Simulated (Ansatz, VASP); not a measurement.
Ni: VASP beside Ansatz

```xyz
1
Lattice="-1.4151 1.4151 1.4151 1.4151 -1.4151 1.4151 1.4151 1.4151 -1.4151" Properties=species:S:1:pos:R:3 pbc="T T T"
Ni    0.0000    0.0000    0.0000
```

Alike in both runs: task single point; functional PBE; k mesh 8 × 8 × 8; collinear spin.

|  | VASP | Ansatz |
| --- | --- | --- |
| version | VASP 6.6.1 | Ansatz 0.2 development build |
| potentials or method | VASP PAW PBE potentials, release 64 (Ni) | scalar-relativistic |
| plane-wave cutoff (eV) | 600 | 1400 |
| occupations | fermi-dirac, width 0.1 eV | fermi-dirac |

```tsv
	VASP	Ansatz	Ansatz less VASP
net moment per atom (μB)	0.58	0.62	+0.042
size of the moment on the site where the two differ most (μB)	0.59	0.66	+0.071
```

Site moments also hang on the region over which each program counts them.

The k mesh is coarse, so the values compare programs but aren't converged.
